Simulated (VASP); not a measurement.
Wanted: the native input for a VASP 6.6.1 run.

```
Task                   : single point
Functional             : PBE
Potentials or basis    : VASP PAW PBE potentials, release 64 (Cd, F)
Cutoff                 : 520 eV
k mesh                 : 8 × 8 × 8
Occupations            : gaussian, width 0.05 eV
Spin                   : no spin polarisation
Dipole correction      : no
Further INCAR settings : ALGO = Normal; EDIFF = 1e-07; NBANDS = 20
```

The structure of CdF2 lies in POSCAR:

```
CdF2
1.0
    0.0000000000      2.6535900000      2.6535900000
    2.6535900000      0.0000000000      2.6535900000
    2.6535900000      2.6535900000      0.0000000000
Cd F
1 2
Direct
    0.0000000000      0.0000000000      0.0000000000
    0.2500000000      0.2500000000      0.2500000000
    0.7500000000      0.7500000000      0.7500000000
```

This cell differs from its parent crystal: strain -0.015 along x and y, -0.015 along z.

These files were run (other wordings do the same):

INCAR

```
PREC     = Accurate       # precision mode
ENCUT    = 520            # plane-wave cutoff, eV
EDIFF    = 1E-7           # SCF threshold, eV
ISMEAR   = 0              # smearing method
SIGMA    = 0.05           # smearing width, eV
LREAL    = False          # projectors in reciprocal space
LASPH    = True           # aspherical terms in the spheres
NELM     = 80             # most SCF steps
ALGO     = Normal         # electronic algorithm
ISIF     = 2              # what is computed and relaxed
LWAVE    = False          # write WAVECAR
LCHARG   = False          # write CHGCAR
GGA      = PE             # functional
NBANDS   = 20             # bands
```

KPOINTS

```
regular mesh
0
Gamma
  8 8 8
```

Potentials or basis: VASP PAW PBE potentials, release 64 (Cd, F).

The run is started by

```console
$ cat potpaw_PBE.64/Cd/POTCAR potpaw_PBE.64/F/POTCAR > POTCAR
$ mpirun -np 1 vasp_std > vasp.out
```

It gave:

The pressure is 12.4 GPa. The band gap on the k mesh is 3.23 eV (least direct gap 3.67 eV).

Caveat: the cell differs from its parent crystal (strain -0.015 along x and y, -0.015 along z); the cell stands under pressure.

Run time: 30 s on 1 thread of Intel Xeon 8259CL, with other jobs on the host, peak memory 0.17 GiB.
